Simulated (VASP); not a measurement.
A run of VASP 6.6.1:

File POSCAR:

```
MgS
1.0
    0.0000000000      2.9588324721      2.6322028850
    2.9588324721      0.0000000000      2.6322028850
    2.9588324721      2.9588324721      0.0000000000
Mg S
1 1
Direct
    0.0000000000      0.0000000000      0.0000000000
    0.2500000000      0.2500000000      0.2500000000
```

The input INCAR.step1:

```
SYSTEM = MgS
PREC = Accurate ; ENCUT = 520
EDIFF = 1E-5 ; ISMEAR = 0
SIGMA = 0.01 ; LREAL = .FALSE.
LASPH = .TRUE. ; NELM = 100
ALGO = Normal ; ISIF = 2
LWAVE = .TRUE. ; LCHARG = .FALSE.
GGA = PE ; NBANDS = 11
```

INCAR.step2

```
SYSTEM = MgS
PREC = Accurate ; ENCUT = 520
EDIFF = 1E-7 ; ISMEAR = 0
SIGMA = 0.01 ; LREAL = .FALSE.
LASPH = .TRUE. ; NELM = 100
ALGO = Normal ; ISIF = 2
LWAVE = .FALSE. ; LCHARG = .FALSE.
GGA = PE ; LHFCALC = .TRUE.
HFSCREEN = 0.2079 ; PRECFOCK = Normal
ISTART = 1 ; NBANDS = 11
```

Contents of KPOINTS:

```
regular mesh
0
G
  6 6 6
  0 0 0
```

Potentials or basis: VASP PAW PBE potentials, release 64 (Mg, S).

Run with:

```bash
$ cat potpaw_PBE.64/Mg/POTCAR potpaw_PBE.64/S/POTCAR > POTCAR
$ cp INCAR.step1 INCAR
$ mpirun -np 1 vasp_std > vasp.out
$ cp INCAR.step2 INCAR
$ mpirun -np 1 vasp_std > vasp.out
```

Hardware: 1 thread of Intel(R) Xeon(R) 6975P-C (Granite Rapids), with other jobs on the host.

Question: Estimate the wall time of this run.

Answer: It took 9.9 min on 1 thread of Intel(R) Xeon(R) 6975P-C (Granite Rapids), with other jobs on the host, peak memory 0.3 GiB. Counts: k points 30.
